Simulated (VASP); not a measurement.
## SrO: single point with PBEsol

Crystal: SrO.

```
Sr O
1.0
     0.00000    2.56630    2.56630
     2.56630    0.00000    2.56630
     2.56630    2.56630    0.00000
Sr O
1 1
Cartesian
  2.5663 2.5663 2.5663
  0.0000 0.0000 0.0000
```

| Item | Value |
| --- | --- |
| Program | VASP 6.6.1 |
| Task | single point |
| Functional | PBEsol |
| Potentials or basis | VASP PAW PBE potentials, release 64 (Sr_sv, O) |
| Cutoff | 520 eV |
| k mesh | 7 × 7 × 7 |
| Occupations | fermi-dirac, width 0.05 eV |
| Spin | non-collinear spin, zero start, spin-orbit coupling |
| Starting moments | [[0.0, 0.0, 0.0], [0.0, 0.0, 0.0]] μB |
| Dipole correction | no |
| Further INCAR settings | ALGO = Normal; EDIFF = 1e-06; NBANDS = 28 |

The pressure is 0.1 GPa and the net moment is 0.00 μB per cell. The valence electrons inside the program's atomic spheres are Sr 8.08; O 4.95.

Moments on the atoms (μB; x, y, z):
```
Sr  0.00 0.00 0.00
O   0.00 0.00 0.00
```

Run time: 21 s on 1 thread of Intel(R) Xeon(R) 6975P-C (Granite Rapids), on a shared host, peak memory 0.25 GiB.

Caveat: the PAW data sets were made with another functional, which shifts forces and pressure a little.
